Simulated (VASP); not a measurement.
A run of VASP 6.6.1 is set up as follows.

INCAR

```
SYSTEM = TmHOs
PREC = Accurate ; ENCUT = 600
EDIFF = 1E-7 ; ISMEAR = 0
SIGMA = 0.1 ; LREAL = .FALSE.
LASPH = .TRUE. ; NELM = 200
ALGO = Normal ; ISIF = 4
LWAVE = .FALSE. ; LCHARG = .FALSE.
GGA = PE ; IBRION = 2
NSW = 50 ; EDIFFG = -0.01
GGA_COMPAT = .FALSE. ; NELMIN = 4
LMAXMIX = 6
```

KPOINTS

```
regular mesh
0
G
  10 10 10
  0 0 0
```

The input POSCAR:

```
TmHOs
1.0
    3.3253571552      0.0000000000      0.0000000000
    0.0000000000      3.3253571552      0.0000000000
    0.0000000000      0.0000000000      3.5077049657
Tm H Os
1 1 1
Direct
    0.5000000000      0.5000000000      0.5000000000
    0.0000000000      0.0000000000      0.5000000000
    0.0000000000      0.0000000000      0.0000000000
```

Potentials or basis: VASP PAW PBE potentials, release 64 (Tm_3, H, Os), 4f in core.

Command:

```sh
$ cat potpaw_PBE.64/Tm_3/POTCAR potpaw_PBE.64/H/POTCAR potpaw_PBE.64/Os/POTCAR > POTCAR
$ mpirun -np 1 vasp_std > vasp.out
```

Question: What does it give for the band gap on the k mesh?

Answer: Zero (bands 9 and 10 overlap by 2.41 eV).

Final structure:
```yaml
crystal:
  lattice:
    - [3.29514, 0.00000, 0.00000]
    - [0.00000, 3.29514, 0.00000]
    - [0.00000, 0.00000, 3.57233]
  atoms:
    - { symbol: Tm, position: [0.50000, 0.50000, 0.50000] }
    - { symbol: H, position: [0.00000, 0.00000, 0.50000] }
    - { symbol: Os, position: [0.00000, 0.00000, 0.00000] }
```

Caveat: spin-orbit coupling is left out, which moves the levels of the heavy elements; the 4f electrons are frozen in the core, so they carry no moment and show no levels. Spin polarisation is off, so any magnetic state and its effect on volume and gap are missing.
